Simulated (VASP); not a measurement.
A run of VASP 6.6.1 is set up as follows.

Contents of POSCAR:

```
Ti2Co
1.0
    0.0000000000      3.3650000000      3.3650000000
    3.3650000000      0.0000000000      3.3650000000
    3.3650000000      3.3650000000      0.0000000000
Ti Co
4 2
Direct
    0.1250000000      0.1250000000      0.1250000000
    0.6250000000      0.1250000000      0.1250000000
    0.1250000000      0.1250000000      0.6250000000
    0.1250000000      0.6250000000      0.1250000000
    0.5000000000      0.5000000000      0.5000000000
    0.7500000000      0.7500000000      0.7500000000
```

The input INCAR.step1:

```
SYSTEM = Ti2Co
ALGO     = Normal         ! electronic algorithm
EDIFF    = 1E-4           ! SCF threshold, eV
ENCUT    = 520            ! plane-wave cutoff, eV
GGA      = PE             ! functional
ISMEAR   = 0              ! smearing method
LASPH    = .True.         ! aspherical terms in the spheres
LCHARG   = .False.        ! write CHGCAR
LREAL    = .False.        ! projectors in reciprocal space
LWAVE    = .True.         ! write WAVECAR
NBANDS   = 42             ! bands
NELM     = 80             ! most SCF steps
PREC     = Accurate       ! precision mode
SIGMA    = 0.1            ! smearing width, eV
```

Contents of INCAR.step2:

```
SYSTEM = Ti2Co
ALGO     = Normal         ! electronic algorithm
EDIFF    = 1E-7           ! SCF threshold, eV
ENCUT    = 520            ! plane-wave cutoff, eV
ISIF     = 2              ! what is computed and relaxed
ISMEAR   = 0              ! smearing method
ISTART   = 1            
LASPH    = .True.         ! aspherical terms in the spheres
LCHARG   = .False.        ! write CHGCAR
LMIXTAU  = .True.       
LREAL    = .False.        ! projectors in reciprocal space
LWAVE    = .False.        ! write WAVECAR
METAGGA  = R2SCAN         ! meta-GGA
NBANDS   = 42             ! bands
NELM     = 80             ! most SCF steps
PREC     = Accurate       ! precision mode
SIGMA    = 0.1            ! smearing width, eV
```

Contents of KPOINTS:

```
k-points
0
Gamma
  10 10 10
  0 0 0
```

Potentials or basis: VASP PAW PBE potentials, release 64 (Ti_sv, Co).

Run with:

```console
$ cat potpaw_PBE.64/Ti_sv/POTCAR potpaw_PBE.64/Co/POTCAR > POTCAR
$ cp INCAR.step1 INCAR
$ mpirun -np 1 vasp_std > vasp.out
$ cp INCAR.step2 INCAR
$ mpirun -np 1 vasp_std > vasp.out
```

Problem. Estimate the band gap on the k mesh.

Solution. Zero (band 33 reaches 10.56 eV, above the bottom of band 34 at 9.90 eV).

Problem. Estimate the pressure.

Solution. 20.5 GPa.

Caveat: the PAW data sets were made with another functional, which shifts forces and pressure a little. Spin polarisation is off, so any magnetic state and its effect on volume and gap are missing.
